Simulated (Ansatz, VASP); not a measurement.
## One calculation of SiC, two programs

```
C Si
1.0
     1.54159    0.89004    5.32123
    -1.54159    0.89004    5.32123
     0.00000   -1.78007    5.32123
C Si
2 2
Cartesian
  0.0000 0.0000 7.1707
  0.0000 0.0000 8.7929
  0.0000 0.0000 14.7740
  0.0000 0.0000 1.1897
```

Alike in both runs: task single point; functional r2SCAN; k mesh 8 × 8 × 8; no spin polarisation.

|  | VASP | Ansatz |
| --- | --- | --- |
| version | VASP 6.6.1 | Ansatz 0.2.0 |
| potentials or method | VASP PAW PBE potentials, release 64 (C, Si) | plane waves, PAW |
| plane-wave cutoff (eV) | 520 | 500 |
| occupations | gaussian, width 0.01 eV | fixed |
| valence electrons in the cell | 16 | 16 |

|  | VASP | Ansatz | Ansatz less VASP |
| --- | --- | --- | --- |
| gap on the k mesh at the Fermi level (eV) | 0.70 | 0.69 | -0.011 |

VASP's potentials were made for PBE, not for r2SCAN.
